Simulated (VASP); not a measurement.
A run of VASP 6.6.1 is set up as follows.

Contents of INCAR:

```
SYSTEM = Ge
ALGO     = Normal         ! electronic algorithm
EDIFF    = 1E-6           ! SCF threshold, eV
ENCUT    = 520            ! plane-wave cutoff, eV
GGA      = RE             ! functional
ISIF     = 2              ! what is computed and relaxed
ISMEAR   = -1             ! smearing method
IVDW     = 12             ! dispersion correction
LASPH    = .TRUE.         ! aspherical terms in the spheres
LCHARG   = .TRUE.         ! write CHGCAR
LELF     = .TRUE.         ! ELF
LREAL    = .FALSE.        ! projectors in reciprocal space
LVHAR    = .TRUE.       
LWAVE    = .FALSE.        ! write WAVECAR
NBANDS   = 21             ! bands
NELM     = 60             ! most SCF steps
PREC     = Accurate       ! precision mode
SIGMA    = 0.05           ! smearing width, eV
```

The input KPOINTS:

```
k-points
0
G
  11 11 11
  0 0 0
```

Contents of POSCAR:

```
Ge
1.0
   -2.5608381510      2.5608381510      1.3867813703
    2.5608381510     -2.5608381510      1.3867813703
    2.5608381510      2.5608381510     -1.3867813703
Ge
2
Direct
    0.5000000000      0.5000000000      0.0000000000
    0.2500000000      0.7500000000      0.5000000000
```

Potentials or basis: VASP PAW PBE potentials, release 64 (Ge_d).

The run is started by

```bash
$ cat potpaw_PBE.64/Ge_d/POTCAR > POTCAR
$ mpirun -np 1 vasp_std > vasp.out
```

(1) What does it give for the dispersion energy per atom?

(2) Estimate the pressure.

Results:

(1) -0.699 eV.

(2) -0.2 GPa.

Caveat: the PAW data sets were made with another functional, which shifts forces and pressure a little.
